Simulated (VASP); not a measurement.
Al2Ru:

```
Al Ru
1.0
    -1.56042    1.56042    4.22181
     1.56042   -1.56042    4.22181
     1.56042    1.56042   -4.22181
Al Ru
2 1
Direct
  0.65920 0.65920 0.00000
  0.34080 0.34080 0.00000
  0.00000 0.00000 0.00000
```

Base run:

```yaml
Program: VASP 6.6.1
Functional: r2SCAN
Potentials_or_basis: VASP PAW PBE potentials, release 64 (Al, Ru_pv)
Cutoff: 520 eV
k_mesh: 18 × 18 × 18
Occupations: fermi-dirac, width 0.5 eV
Spin: no spin polarisation
```

Its results: pressure 2.3 GPa.

Q: The run is repeated on the same cell with these changes: occupations from fermi-dirac, width 0.5 eV to fermi-dirac, width 0.02 eV; further incar settings from ALGO = Normal; EDIFF = 1e-07; NBANDS = 17 to ALGO = Normal; EDIFF = 1e-06; NBANDS = 17. What comes out?

A: Pressure 0.0 GPa.

Caveats: the PAW data sets were made with another functional, which shifts forces and pressure a little; so wide a smearing shifts energies and pressures (at least some runs).
